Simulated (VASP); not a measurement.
Write the native input for VASP 6.6.1 that does the following.

```yaml
Task: single point
Functional: PBE
Potentials_or_basis: VASP PAW PBE potentials, release 64 (Ge_d, P)
Cutoff: 520 eV
k_mesh: 4 × 4 × 4
Occupations: gaussian, width 0.1 eV
Spin: no spin polarisation
Dipole_correction: no
Further_INCAR_settings: ALGO = Normal; EDIFF = 1e-07; NBANDS = 54
```

The structure of Ge2P3 lies in POSCAR:

```
Ge2P3
1.0
    3.3045441910     -3.9185695883      0.0000000000
    3.3045441910      3.9185695883      0.0000000000
    0.0000000000      0.0000000000      8.0721479700
Ge P
4 6
Direct
    0.4720558537      0.5279441463      0.7673864843
    0.5279441463      0.4720558537      0.2673864843
    0.8610756351      0.1389243649      0.0069562475
    0.1389243649      0.8610756351      0.5069562475
    0.3554130196      0.1387636834      0.0607812196
    0.6445869804      0.8612363166      0.5607812196
    0.8612363166      0.6445869804      0.0607812196
    0.1387636834      0.3554130196      0.5607812196
    0.2184557295      0.7815442705      0.2133948290
    0.7815442705      0.2184557295      0.7133948290
```

The input as run:

INCAR

```
ALGO = Normal ; EDIFF = 1E-7
ENCUT = 520 ; GGA = PE
ISIF = 2 ; ISMEAR = 0
LASPH = T ; LCHARG = F
LREAL = F ; LWAVE = F
NBANDS = 54 ; NELM = 60
PREC = Accurate ; SIGMA = 0.1
```

KPOINTS

```
k-points
0
Gamma
  4 4 4
```

Potentials or basis: VASP PAW PBE potentials, release 64 (Ge_d, P).

Command:

```bash
$ cat potpaw_PBE.64/Ge_d/POTCAR potpaw_PBE.64/P/POTCAR > POTCAR
$ mpirun -np 1 vasp_std > vasp.out
```

Results of the run:

```yaml
Pressure: -0.2 GPa
Largest_force: 0.049 eV/Å
Band_gap_on_the_k_mesh: zero (bands 43 and 44 overlap by 1.97 eV)
```

It took 120 s on 1 thread of Intel(R) Xeon(R) 6975P-C (Granite Rapids) (shared host), peak memory 0.39 GiB.
